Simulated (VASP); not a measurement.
A run of VASP 6.6.1 is set up as follows.

Contents of INCAR:

```
SYSTEM = LiCl
PREC = Accurate
ENCUT = 520
EDIFF = 1E-7
ISMEAR = 0
SIGMA = 0.01
LREAL = .False.
LASPH = .True.
NELM = 100
ALGO = Normal
ISIF = 2
LWAVE = .False.
LCHARG = .False.
GGA = PE
NBANDS = 18
```

The input KPOINTS:

```
regular mesh
0
Gamma
  6 6 4
  0 0 0
```

The input POSCAR:

```
LiCl
1.0
    3.5749486091      0.0000000000      0.0000000000
   -1.7874743045      3.0959963127      0.0000000000
    0.0000000000      0.0000000000      6.0240820259
Li Cl
2 2
Direct
    0.0000000000      0.0000000000      0.0000000000
    0.0000000000      0.0000000000      0.5000000000
    0.3333333333      0.6666666667      0.2500000000
    0.6666666667      0.3333333333      0.7500000000
```

Potentials or basis: VASP PAW PBE potentials, release 64 (Li_sv, Cl).

The run is started by

```bash
$ cat potpaw_PBE.64/Li_sv/POTCAR potpaw_PBE.64/Cl/POTCAR > POTCAR
$ mpirun -np 1 vasp_std > vasp.out
```

(1) What does it give for the band gap on the k mesh?

## Answers

(1) 6.37 eV, direct.
